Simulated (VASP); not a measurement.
Write the native input for VASP 6.6.1 that does the following.

```
Task                   : single point
Functional             : r2SCAN
Potentials or basis    : VASP PAW PBE potentials, release 64 (Re_sv_GW, S)
Cutoff                 : 610 eV
k mesh                 : 12 × 12 × 12
Occupations            : gaussian, width 0.05 eV
Spin                   : collinear spin
Starting moments       : [0.5, 0.0] μB
Dipole correction      : no
Further INCAR settings : ALGO = Normal; EDIFF = 1e-06; NBANDS = 22
```

The system is ReS.

```xyz
2
Lattice="0.0000 2.6047 2.6047 2.6047 0.0000 2.6047 2.6047 2.6047 0.0000" Properties=species:S:1:pos:R:3 pbc="T T T"
Re    0.0000    0.0000    0.0000
S     1.3023    1.3023    1.3023
```

The input as run:

POSCAR

```
ReS
1.0
    0.0000000000      2.6046948912      2.6046948912
    2.6046948912      0.0000000000      2.6046948912
    2.6046948912      2.6046948912      0.0000000000
Re S
1 1
Direct
    0.0000000000      0.0000000000      0.0000000000
    0.2500000000      0.2500000000      0.2500000000
```

INCAR.step1

```
  PREC = Accurate
  ENCUT = 610
  ISMEAR = 0
  SIGMA = 0.05
  LREAL = False
  LASPH = True
  NELM = 200
  ISPIN = 2
  MAGMOM = 0.5 0
  LMAXMIX = 4
  NBANDS = 22
  GGA = PE
  ALGO = Normal
  EDIFF = 1E-5
  LWAVE = True
  LCHARG = False
  GGA_COMPAT = False
```

INCAR.step2

```
  PREC = Accurate
  ENCUT = 610
  EDIFF = 1E-6
  ISMEAR = 0
  SIGMA = 0.05
  LREAL = False
  LASPH = True
  NELM = 200
  ALGO = Normal
  ISIF = 2
  LWAVE = False
  LCHARG = False
  ISPIN = 2
  MAGMOM = 0.5 0
  LORBIT = 11
  LMAXMIX = 4
  METAGGA = R2SCAN
  LMIXTAU = True
  NBANDS = 22
  ISTART = 1
  GGA_COMPAT = False
```

KPOINTS

```
regular mesh
0
Gamma
  12 12 12
```

Potentials or basis: VASP PAW PBE potentials, release 64 (Re_sv_GW, S).

Launch:

```bash
$ cat potpaw_PBE.64/Re_sv_GW/POTCAR potpaw_PBE.64/S/POTCAR > POTCAR
$ cp INCAR.step1 INCAR
$ mpirun -np 1 vasp_std > vasp.out
$ cp INCAR.step2 INCAR
$ mpirun -np 1 vasp_std > vasp.out
```

Results of the run:

The pressure is -0.5 GPa and the net moment is 0.24 μB per cell. The site moments are Re +0.24; S +0.00 μB. The valence electrons inside the program's atomic spheres are Re 13.58; S 3.70.

Caveat: a moment this small can come from the mesh or the smearing; the PAW data sets were made with another functional, which shifts forces and pressure a little.

It took 5.5 min on 1 thread of Intel(R) Xeon(R) 6975P-C (Granite Rapids), on a shared host, peak memory 0.29 GiB.
